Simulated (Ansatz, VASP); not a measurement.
# One calculation of ZnS, two programs

The input POSCAR:

```
ZnS
1.0
    0.0000000000      2.7079894907      2.7079894907
    2.7079894907      0.0000000000      2.7079894907
    2.7079894907      2.7079894907      0.0000000000
Zn S
1 1
Direct
    0.7500000000      0.7500000000      0.7500000000
    0.0000000000      0.0000000000      0.0000000000
```

INCAR.step1

```
SYSTEM = ZnS
PREC = Accurate
ENCUT = 520
ISMEAR = 0
SIGMA = 0.01
LREAL = .FALSE.
LASPH = .TRUE.
NELM = 100
NBANDS = 16
GGA = PE
ALGO = Normal
EDIFF = 1E-4
LWAVE = .TRUE.
LCHARG = .FALSE.
```

The input INCAR.step2:

```
SYSTEM = ZnS
PREC = Accurate
ENCUT = 520
EDIFF = 1E-6
ISMEAR = 0
SIGMA = 0.01
LREAL = .FALSE.
LASPH = .TRUE.
NELM = 100
ALGO = Normal
ISIF = 2
LWAVE = .FALSE.
LCHARG = .FALSE.
METAGGA = R2SCAN
LMIXTAU = .TRUE.
NBANDS = 16
ISTART = 1
```

Contents of KPOINTS:

```
regular mesh
0
G
  8 8 8
  0 0 0
```

Input for Ansatz:

```yaml
crystal:
  lattice:
    - [0.0, 2.70798949068, 2.70798949068]
    - [2.70798949068, 0.0, 2.70798949068]
    - [2.70798949068, 2.70798949068, 0.0]
  atoms:
    - { symbol: Zn, position: [0.75, 0.75, 0.75] }
    - { symbol: S, position: [0.0, 0.0, 0.0] }
kpoints:
  mp_grid: { grid: [8, 8, 8] }
scf:
  occupations: { method: fixed }
  convergence: { dr2_threshold: 1.0e-10 }
hamiltonian:
  xc: r2scan
  pseudopotentials: { kind: paw }
output:
  forces: true
  stress: true
  eigenstates:
    kpoints:
      - [0.0, 0.0, 0.0]
      - [0.5, 0.5, 0.0]
      - [0.5, 0.0, 0.5]
      - [0.0, 0.5, 0.5]
      - [0.0, 0.5, 0.0]
      - [0.5, 0.0, 0.0]
      - [0.0, 0.0, 0.5]
      - [0.5, 0.5, 0.5]
  eigenvalues: true
```

Alike in both runs: task single point; functional r2SCAN; k mesh 8 × 8 × 8; no spin polarisation.

|  | VASP | Ansatz |
| --- | --- | --- |
| version | VASP 6.6.1 | Ansatz 0.2.0 |
| potentials or method | VASP PAW PBE potentials, release 64 (Zn, S) | PAW with Ansatz's default frozen-core files, scalar-relativistic |
| plane-wave cutoff (eV) | 520 | 500 |
| occupations | gaussian, width 0.01 eV | fixed |
| valence electrons in the cell | 18 | 18 |

```tsv
	VASP	Ansatz	Ansatz less VASP
gap on the k mesh at the Fermi level (eV)	2.64	2.63	-0.009
pressure (GPa)	-1.1	-1.1	-0.02
```

VASP's potentials were made for PBE, not for r2SCAN.
